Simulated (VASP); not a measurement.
Set up this calculation in VASP 6.6.1, as the native input.

| Quantity | Value |
| --- | --- |
| Task | relaxation of cell and atoms |
| Functional | PBE |
| Potentials or basis | VASP PAW PBE potentials, release 64 (Sn_d, As) |
| Cutoff | 600 eV |
| k mesh | 12 × 12 × 12 |
| Occupations | gaussian, width 0.1 eV |
| Spin | no spin polarisation |
| Dipole correction | no |
| Further INCAR settings | ALGO = Fast; EDIFF = 1e-06; IBRION = 2; EDIFFG = -0.01; NSW = 100; ISIF = 3 |

The structure of Sn3As lies in POSCAR:

```
Sn3As
1.0
    0.0000000000      3.6665958426      3.6665958426
    3.6665958426      0.0000000000      3.6665958426
    3.6665958426      3.6665958426      0.0000000000
Sn As
3 1
Direct
    0.7500000000      0.7500000000      0.7500000000
    0.5000000000      0.5000000000      0.5000000000
    0.2500000000      0.2500000000      0.2500000000
    0.0000000000      0.0000000000      0.0000000000
```

These files were run (other wordings do the same):

INCAR

```
SYSTEM = Sn3As
  PREC = Accurate
  ENCUT = 600
  EDIFF = 1E-6
  ISMEAR = 0
  SIGMA = 0.1
  LREAL = .FALSE.
  LASPH = .TRUE.
  NELM = 60
  ALGO = Fast
  ISIF = 3
  LWAVE = .FALSE.
  LCHARG = .FALSE.
  GGA = PE
  IBRION = 2
  NSW = 100
  EDIFFG = -0.01
```

KPOINTS

```
Automatic mesh
0
G
  12 12 12
  0 0 0
```

Potentials or basis: VASP PAW PBE potentials, release 64 (Sn_d, As).

Command:

```console
$ cat potpaw_PBE.64/Sn_d/POTCAR potpaw_PBE.64/As/POTCAR > POTCAR
$ mpirun -np 1 vasp_std > vasp.out
```

It gave:

The relaxed volume is 25.45 Å³/atom and the relaxed cell is a = 5.241 Å, b = 5.241 Å, c = 5.241 Å, α = 60.00°, β = 60.00°, γ = 60.00°. The space group after relaxing (to 0.05 Å) is Fm-3m (No. 225), the energy gained by relaxing is 4.5 meV/atom and the ionic steps are 5. The pressure after relaxing is 0.0 GPa.

Wall time 12 min on 1 thread of Oxide Virtual Turin-like Processor, with other jobs on the host, peak memory 0.37 GiB.
